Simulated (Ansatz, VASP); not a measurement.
## Mg2CdO3: VASP beside Ansatz

```xyz
12
Lattice="2.7256 -4.7179 0.0036 2.7256 4.7179 0.0036 -1.8281 0.0000 5.1500" Properties=species:S:1:pos:R:3 pbc="T T T"
Mg   -0.9140    0.0000    2.5750
Mg    1.8116    1.5585    2.5786
Mg    1.8116   -1.5585    2.5786
Mg    2.7256    0.0000    0.0036
Cd    2.7256   -3.1374    0.0036
Cd    2.7256    3.1374    0.0036
O     0.0402   -1.4891    3.7378
O     3.5830   -1.4891    1.4194
O     0.0402    1.4891    3.7378
O     3.5830    1.4891    1.4194
O     2.5981    0.0000    3.8081
O     1.0251    0.0000    1.3491
```

Alike in both runs: functional PBE; k mesh 3 × 3 × 2; occupations gaussian, width 0.15 eV; no spin polarisation.

Ansatz relaxed the structure, and its values are those at the end. VASP's run is a single point on that final structure, the one shown.

|  | VASP | Ansatz |
| --- | --- | --- |
| version | VASP 6.6.1 | Ansatz 0.2.0 |
| potentials or method | VASP PAW PBE potentials, release 64 (Mg, Cd, O), cutoff 520 eV | scalar-relativistic, plane waves, PAW |
| valence electrons in the cell | 68 | 116 |

|  | VASP | Ansatz | Ansatz less VASP |
| --- | --- | --- | --- |
| gap on the k mesh at the Fermi level (eV) | 1.89 | 1.91 | +0.022 |
| least direct gap on the mesh (eV) | 2.28 | 2.29 | +0.019 |
| pressure (GPa) | -0.2 | -0.4 | -0.20 |
| rms of the force components (eV/Å) | 0.039 | 0.006 | -0.0336 |

VASP's potentials hold 68 valence electrons a cell and Ansatz's 116, so a difference there can come from the potentials and not from the codes.

The k mesh is coarse, so the values compare programs but aren't converged.
